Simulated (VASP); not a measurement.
A run of VASP 6.6.1:

POSCAR

```
Ti
1.0
    2.6253006615      0.0000000000      0.0000000000
    0.0000000000      2.6253006615      0.0000000000
    0.0000000000      0.0000000000      2.6253006615
Ti
1
Direct
    0.0000000000      0.0000000000      0.0000000000
```

Contents of INCAR.step1:

```
PREC = Accurate
ENCUT = 520
ISMEAR = -1
SIGMA = 0.05
LREAL = F
LASPH = T
NELM = 80
NBANDS = 12
GGA = PE
ALGO = Normal
EDIFF = 1E-4
LWAVE = T
LCHARG = F
```

The input INCAR.step2:

```
PREC = Accurate
ENCUT = 520
EDIFF = 1E-7
ISMEAR = -1
SIGMA = 0.05
LREAL = F
LASPH = T
NELM = 80
ALGO = Normal
ISIF = 2
LWAVE = F
LCHARG = F
METAGGA = R2SCAN
LMIXTAU = T
NBANDS = 12
ISTART = 1
```

File KPOINTS:

```
Automatic mesh
0
Gamma
  17 17 17
```

Potentials or basis: VASP PAW PBE potentials, release 64 (Ti_sv).

Launch:

```sh
$ cat potpaw_PBE.64/Ti_sv/POTCAR > POTCAR
$ cp INCAR.step1 INCAR
$ mpirun -np 1 vasp_std > vasp.out
$ cp INCAR.step2 INCAR
$ mpirun -np 1 vasp_std > vasp.out
```

Hardware: 1 thread of Intel Xeon 6975P-C, with other jobs on the host.

**Question.** Estimate the wall time of this run.

**Answer.** Run time: 90 s on 1 thread of Intel Xeon 6975P-C (shared host), peak memory 0.15 GiB. Counts: k points 165.
